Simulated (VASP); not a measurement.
# Be (Im-3m) in VASP: a series of runs

The runs below take Be through single point, with r2SCAN.

All numbers are computed with VASP 6.6.1; they aren't measurements. Logs are shortened: lines on timing, memory, paths and dates and some standing lists are left out, and cuts for length are marked.

### Step 1. The cell of the first run

It takes space group Im-3m (No. 229, cubic). Conventional cell: a = 2.502 Å, b = 2.502 Å, c = 2.502 Å, α = 90.00°, β = 90.00°, γ = 90.00°. Be (site symmetry m-3m) has 14 Be at 2.17 to 2.50 Å within 2.9 Å.

### Step 2. Single point, r2SCAN

File POSCAR:

```
Be
1.0
   -1.2508581170      1.2508581170      1.2508581170
    1.2508581170     -1.2508581170      1.2508581170
    1.2508581170      1.2508581170     -1.2508581170
Be
1
Direct
    0.0000000000      0.0000000000      0.0000000000
```

File INCAR.step1:

```
PREC = Accurate ; ENCUT = 520
ISMEAR = -1 ; SIGMA = 0.1
LREAL = False ; LASPH = True
NELM = 60 ; NBANDS = 7
GGA = PE ; ALGO = Normal
EDIFF = 1E-4 ; LWAVE = True
LCHARG = False
```

File INCAR.step2:

```
PREC = Accurate ; ENCUT = 520
EDIFF = 1E-7 ; ISMEAR = -1
SIGMA = 0.1 ; LREAL = False
LASPH = True ; NELM = 60
ALGO = Normal ; ISIF = 2
LWAVE = False ; LCHARG = False
METAGGA = R2SCAN ; LMIXTAU = True
NBANDS = 7 ; ISTART = 1
```

File KPOINTS:

```
regular mesh
0
Gamma
  17 17 17
```

Potentials or basis: VASP PAW PBE potentials, release 64 (Be).

The run is started by

```sh
> cat potpaw_PBE.64/Be/POTCAR > POTCAR
> cp INCAR.step1 INCAR
> mpirun -np 1 vasp_std > vasp.out
> cp INCAR.step2 INCAR
> mpirun -np 1 vasp_std > vasp.out
```

OUTCAR:

```text
PREC = Accurate
   ENCUT = 520
   EDIFF = 1E-7
   ISMEAR = -1
   LREAL = False
   LASPH = True
   NELM = 60
   ISIF = 2
   METAGGA = R2SCAN
   ISTART = 1

 ion  position               nearest neighbor table
   1  0.000  0.000  0.000-

  LATTYP: Found a body centered cubic cell.
 ALAT       =     2.5017162340

  Lattice vectors:

 A1 = (  -1.2508581170,   1.2508581170,   1.2508581170)
 A2 = (   1.2508581170,  -1.2508581170,   1.2508581170)
 A3 = (   1.2508581170,   1.2508581170,  -1.2508581170)

Analysis of symmetry for initial positions (statically):
=====================================================================
 Subroutine PRICEL returns:
 Original cell was already a primitive cell.

 Routine SETGRP: Setting up the symmetry group for a
 body centered cubic supercell.

 Subroutine GETGRP returns: Found 48 space group operations
[... 9 lines left out ...]

 Routine SETGRP: Setting up the symmetry group for a
 body centered cubic supercell.

 Subroutine GETGRP returns: Found 48 space group operations
[... 11 lines left out ...]
                                     Primitive cell

  volume of cell :       7.8286

  direct lattice vectors                    reciprocal lattice vectors
    -1.250858117  1.250858117  1.250858117     0.000000000  0.399725591  0.399725591
     1.250858117 -1.250858117  1.250858117     0.399725591  0.000000000  0.399725591
     1.250858117  1.250858117 -1.250858117     0.399725591  0.399725591  0.000000000

  length of vectors
     2.166549812  2.166549812  2.166549812     0.565297352  0.565297352  0.565297352

  position of ions in fractional coordinates (direct lattice)
     0.000000000  0.000000000  0.000000000

  ion indices of the primitive-cell ions
   primitive index   ion index
                 1           1

----------------------------------------------------------------------------------------

 KPOINTS: regular mesh

Automatic generation of k-mesh.
 Grid dimensions read from file:
 generate k-points for:   17   17   17

 Generating k-lattice:

  Cartesian coordinates                     Fractional coordinates (reciprocal lattice)
     0.000000000  0.023513270  0.023513270     0.058823529  0.000000000  0.000000000
     0.023513270  0.000000000  0.023513270     0.000000000  0.058823529  0.000000000
     0.023513270  0.023513270  0.000000000     0.000000000  0.000000000  0.058823529

  Length of vectors
     0.033252785  0.033252785  0.033252785

  Shift w.r.t. Gamma in fractional coordinates (k-lattice)
     0.000000000  0.000000000  0.000000000

 Subroutine IBZKPT returns following result:
 ===========================================

 Found    165 irreducible k-points:

 Following reciprocal coordinates:
            Coordinates               Weight
  0.000000  0.000000  0.000000      1.000000
  0.058824  0.000000  0.000000     12.000000
  0.117647  0.000000  0.000000     12.000000
  0.176471  0.000000  0.000000     12.000000
  0.235294  0.000000  0.000000     12.000000
  0.294118  0.000000  0.000000     12.000000
[... 16 lines left out ...]
  0.411765  0.117647  0.000000     48.000000
  0.176471  0.176471  0.000000     24.000000
 [... further k-points ...]
   k-points           NKPTS =    165   k-points in BZ     NKDIM =    165   number of bands    NBANDS=      7
   number of dos      NEDOS =    301   number of ions     NIONS =      1
   total plane-waves  NPLWV =   4096
   dimension x,y,z NGX =    16 NGY =   16 NGZ =   16
   dimension x,y,z NGXF=    32 NGYF=   32 NGZF=   32
   ions per type =               1
   NGX,Y,Z   is equivalent  to a cutoff of  12.28, 12.28, 12.28 a.u.
   NGXF,Y,Z  is equivalent  to a cutoff of  24.55, 24.55, 24.55 a.u.
 SYSTEM =  unknown system
   PREC   = accura    normal or accurate (medium, high low for compatibility)
   ISTART =      1    job   : 0-new  1-cont  2-samecut
   ICHARG =      0    charge: 1-file 2-atom 10-const
   ISPIN  =      1    spin polarized calculation?
   LNONCOLLINEAR =      F non collinear calculations
   LSORBIT =      F    spin-orbit coupling
   LASPH  =      T    aspherical Exc in radial PAW
   ENCUT  =  520.0 eV  38.22 Ry    6.18 a.u.   4.03  4.03  4.03*2*pi/ulx,y,z
   NELM   =     60;   NELMIN=  2; NELMDL=  0     # of ELM steps
   EDIFF  = 0.1E-06   stopping-criterion for ELM
   LREAL  =      F    real-space projection
   EDIFFG = 0.1E-05   stopping-criterion for IOM
   NSW    =      0    number of steps for IOM
   IBRION =     -1    ionic relax: 0-MD 1-quasi-New 2-CG
   NFREE  =      0    steps in history (QN), initial steepest desc. (CG)
   ISIF   =      2    stress and relaxation
   ISYM   =      2    0-nonsym 1-usesym 2-fastsym
   POTIM  = 0.5000    time-step for ionic-motion
   TEBEG  =    0.0;   TEEND  =   0.0 temperature during run
   PSTRESS=    0.0 pullay stress
   NELECT =       2.0000    total number of electrons
   NUPDOWN=      -1.0000    fix difference up-down
   EMIN   =  10.00;   EMAX   =-10.00  energy-range for DOS
   EFERMI =   0.00;   METHOD = LEGACY
   ISMEAR =    -1;   SIGMA  =   0.10  broadening in eV -4-tet -1-fermi 0-gaus
   EFERMI_NEDOS =   21; number of points for ismear=-14 and -15
   IALGO  =     38    algorithm
   IMIX   =      4    mixing-type and parameters
     AMIX     =   0.40;   BMIX     =  1.00
     AMIX_MAG =   1.60;   BMIX_MAG =  1.00
  volume/ion in A,a.u.               =       7.83        52.83
  Fermi-wavevector in a.u.,A,eV,Ry     =   1.038780  1.963009 14.681547  1.079063
  Thomas-Fermi vector in A             =   2.173280
   LORBIT       =      0    0 simple, 1 ext, 2 COOP (PROOUT), +10 PAW based schemes
   METAGGA = R2SCAN    functional components
   LHFCALC =     F    Hartree Fock is set to
   AEXX    =    0.0000 exact exchange contribution
   IVDW    =     0    specifies the selected vdW correction
   LEPSILON=     F    determine dielectric tensor
   LRPA    =     F    only Hartree local field effects (RPA)
 non-spin polarized calculation
  energy-cutoff  :      520.00
  volume of cell :        7.83
 maximum number of plane-waves:       236
   NGX =  7   NGY =  7   NGZ =  7

 number of electron       2.0000000 magnetization

 Free energy of the ion-electron system (eV)
  ---------------------------------------------------
  ext. energy  EPLUGINS =         0.00000000
  ---------------------------------------------------
  free energy    TOTEN  =        -4.24088620 eV

  energy without entropy =       -4.23445971  energy(sigma->0) =       -4.23767295

 E-fermi :   8.1585     XC(G=0): -11.2918

 val. band max:        8.1263919173   @ k =  -0.4118   0.4118   0.4118
 cond. band min:       8.1635552586   @ k =  -0.4118   0.4706   0.3529
 fundamental gap:      0.0371633414
 Fermi energy:         8.1585205580

 k-point     1 :       0.0000    0.0000    0.0000
  band No.  band energies     occupation
      1      -5.0801      2.00000
      2      29.2316      0.00000
      3      29.2316      0.00000
      4      29.2316      0.00000
      5      40.4224      0.00000
      6      40.4224      0.00000
      7      40.4224      0.00000

 k-point     2 :       0.0588    0.0000    0.0000
  band No.  band energies     occupation
      1      -4.9486      2.00000
      2      28.5430      0.00000
      3      28.6810      0.00000
      4      29.0684      0.00000
      5      38.7992      0.00000
      6      38.9459      0.00000
      7      41.3081      0.00000

 k-point     3 :       0.1176    0.0000    0.0000
  band No.  band energies     occupation
      1      -4.5540      2.00000
      2      26.4514      0.00000
      3      27.4040      0.00000
      4      28.5960      0.00000
      5      36.5490      0.00000
      6      36.7310      0.00000
      7      40.9625      0.00000

 k-point     4 :       0.1765    0.0000    0.0000
  band No.  band energies     occupation
      1      -3.8965      2.00000
      2      23.3305      0.00000
      3      25.9338      0.00000
      4      27.8856      0.00000
      5      34.7069      0.00000
      6      35.4290      0.00000
      7      40.7419      0.00000

 k-point     5 :       0.2353    0.0000    0.0000
  band No.  band energies     occupation
      1      -2.9785      2.00000
      2      19.8499      0.00000
      3      24.5515      0.00000
      4      27.0637      0.00000
      5      32.9888      0.00000
      6      35.0630      0.00000
      7      41.1774      0.00000

 k-point     6 :       0.2941    0.0000    0.0000
  band No.  band energies     occupation
      1      -1.8097      2.00000
      2      16.4265      0.00000
      3      23.3790      0.00000
      4      26.2651      0.00000
      5      31.6036      0.00000
      6      35.1123      0.00000
      7      42.1469      0.00000

 k-point     7 :       0.3529    0.0000    0.0000
  band No.  band energies     occupation
      1      -0.4208      2.00000
      2      13.2679      0.00000
      3      22.4719      0.00000
      4      25.5940      0.00000
      5      30.5607      0.00000
      6      35.3798      0.00000
      7      43.5158      0.00000

 k-point     8 :       0.4118    0.0000    0.0000
  band No.  band energies     occupation
      1       1.0858      2.00000
      2      10.5534      0.00000
      3      21.8565      0.00000
      4      25.1162      0.00000
      5      29.8639      0.00000
      6      35.7031      0.00000
      7      45.0881      0.00000

 k-point     9 :       0.4706    0.0000    0.0000
  band No.  band energies     occupation
      1       2.3285      2.00000
      2       8.6997      0.00889
      3      21.5461      0.00000
      4      24.8691      0.00000
      5      29.5152      0.00000
      6      35.9224      0.00000
      7      46.3792      0.00000

 k-point    10 :       0.0588    0.0588    0.0000
  band No.  band energies     occupation
      1      -4.6855      2.00000
      2      27.3407      0.00000
      3      27.7207      0.00000
      4      28.5450      0.00000
      5      37.0585      0.00000
      6      37.4517      0.00000
      7      40.8453      0.00000

 k-point    11 :       0.1176    0.0588    0.0000
  band No.  band energies     occupation
      1      -4.1592      2.00000
      2      24.9685      0.00000
      3      26.0894      0.00000
      4      27.7488      0.00000
      5      35.6932      0.00000
      6      35.9735      0.00000
      7      40.6909      0.00000
[... 51 lines left out ...]
 k-point    17 :       0.4706    0.0588    0.0000
  band No.  band energies     occupation
      1       2.6695      2.00000
      2       8.4334      0.12031
      3      21.0370      0.00000
      4      23.8019      0.00000
      5      30.9955      0.00000
      6      36.1567      0.00000
      7      46.6739      0.00000

 k-point    18 :       0.1176    0.1176    0.0000
  band No.  band energies     occupation
      1      -3.5010      2.00000
      2      23.1523      0.00000
      3      23.6977      0.00000
      4      26.5794      0.00000
      5      35.1691      0.00000
      6      35.7218      0.00000
      7      40.8809      0.00000

 k-point    19 :       0.1765    0.1176    0.0000
  band No.  band energies     occupation
      1      -2.5808      2.00000
      2      19.9191      0.00000
      3      22.2362      0.00000
      4      25.4873      0.00000
      5      35.0446      0.00000
      6      35.4050      0.00000
      7      41.4924      0.00000

 k-point    20 :       0.2353    0.1176    0.0000
  band No.  band energies     occupation
      1      -1.4066      2.00000
      2      16.5537      0.00000
      3      21.1087      0.00000
      4      24.5185      0.00000
      5      34.7624      0.00000
      6      35.4065      0.00000
      7      42.4595      0.00000

 k-point    21 :       0.2941    0.1176   -0.0000
  band No.  band energies     occupation
      1      -0.0053      2.00000
      2      13.4138      0.00000
      3      20.2454      0.00000
      4      23.7402      0.00000
      5      34.2269      0.00000
      6      35.8754      0.00000
      7      43.6837      0.00000

 k-point    22 :       0.3529    0.1176    0.0000
  band No.  band energies     occupation
      1       1.5303      2.00000
      2      10.6871      0.00000
      3      19.6612      0.00000
      4      23.1998      0.00000
      5      33.8007      0.00000
      6      36.4221      0.00000
      7      45.0275      0.00000

 k-point    23 :       0.4118    0.1176    0.0000
  band No.  band energies     occupation
      1       2.8276      2.00000
      2       8.7864      0.00374
      3      19.3667      0.00000
      4      22.9238      0.00000
      5      33.5715      0.00000
      6      36.8017      0.00000
      7      46.3498      0.00000

 k-point    24 :       0.1765    0.1765    0.0000
  band No.  band energies     occupation
      1      -1.5300      2.00000
      2      17.7320      0.00000
      3      19.9257      0.00000
      4      24.4696      0.00000
      5      35.2302      0.00000
      6      36.0813      0.00000
      7      42.4651      0.00000

 [... further k-points ...]
[... 5 lines left out ...]
  --------------------------------------------------------------------------------------
  -------------------------------------------------------------------------------------
  Total        0.0084012      0.0084012      0.0084012      0.0000000      0.0000000      0.0000000
  in kB        1.7193623      1.7193623      1.7193623      0.0000000      0.0000000      0.0000000
  external PRESSURE =       1.7193623 kB  Pullay stress =       0.0000000 kB

 VOLUME and BASIS-vectors are now :
 -----------------------------------------------------------------------------
  energy-cutoff  :      520.00
  volume of cell :        7.83
      direct lattice vectors                 reciprocal lattice vectors
    -1.250858117  1.250858117  1.250858117     0.000000000  0.399725591  0.399725591
     1.250858117 -1.250858117  1.250858117     0.399725591  0.000000000  0.399725591
     1.250858117  1.250858117 -1.250858117     0.399725591  0.399725591  0.000000000

 POSITION                                       TOTAL-FORCE (eV/Angst)
 -----------------------------------------------------------------------------------
      0.00000      0.00000      0.00000        -0.000000     -0.000000      0.000000
 -----------------------------------------------------------------------------------
    total drift:                               -0.000000     -0.000000     -0.000000

  FREE ENERGIE OF THE ION-ELECTRON SYSTEM (eV)
  ---------------------------------------------------
  free  energy   TOTEN  =        -4.2408861974 eV

  energy  without entropy=       -4.2344597057  energy(sigma->0) =       -4.23767295
```

Run time: 12 s. Hardware: 1 thread of Intel Xeon 6975P-C, shared host; peak memory 0.11 GiB.

What came out:

```yaml
Free_energy: -4.2409 eV
Pressure: 0.2 GPa
Band_gap_on_the_k_mesh: zero (band 1 reaches 11.67 eV, above the bottom of band 2 at 6.76 eV)
```

Caveat: the PAW data sets were made with another functional, which shifts forces and pressure a little.

(Continued in part 2 of 2.)
